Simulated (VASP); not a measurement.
A run of VASP 6.6.1 is set up as follows.

Contents of POSCAR:

```
Al
1.0
    2.8237643225      0.0000000000      0.0000000000
   -1.4118821612      2.4454516376      0.0000000000
    0.0000000000      0.0000000000     16.0000000000
Al
1
Direct
    0.0000000000      0.0000000000      0.5000000000
```

File INCAR.step1:

```
SYSTEM = Al
  PREC = Accurate
  ENCUT = 520
  ISMEAR = -1
  SIGMA = 0.08
  LREAL = .False.
  LASPH = .True.
  NELM = 80
  LDIPOL = .True.
  IDIPOL = 3
  DIPOL = 0.5 0.5 0.500
  NBANDS = 8
  GGA = PE
  ALGO = Normal
  EDIFF = 1E-4
  LWAVE = .True.
  LCHARG = .False.
```

Contents of INCAR.step2:

```
SYSTEM = Al
  PREC = Accurate
  ENCUT = 520
  EDIFF = 1E-7
  ISMEAR = -1
  SIGMA = 0.08
  LREAL = .False.
  LASPH = .True.
  NELM = 80
  ALGO = Normal
  ISIF = 2
  LWAVE = .False.
  LCHARG = .False.
  LDIPOL = .True.
  IDIPOL = 3
  DIPOL = 0.5 0.5 0.500
  METAGGA = R2SCAN
  LMIXTAU = .True.
  NBANDS = 8
  ISTART = 1
```

The input KPOINTS:

```
Automatic mesh
0
Gamma
  17 17 1
  0 0 0
```

Potentials or basis: VASP PAW PBE potentials, release 64 (Al).

Run with:

```console
$ cat potpaw_PBE.64/Al/POTCAR > POTCAR
$ cp INCAR.step1 INCAR
$ mpirun -np 1 vasp_std > vasp.out
$ cp INCAR.step2 INCAR
$ mpirun -np 1 vasp_std > vasp.out
```

Problem. Estimate the band gap on the k mesh.

Solution. Zero (an odd number of electrons rules out a gap without spin polarisation).
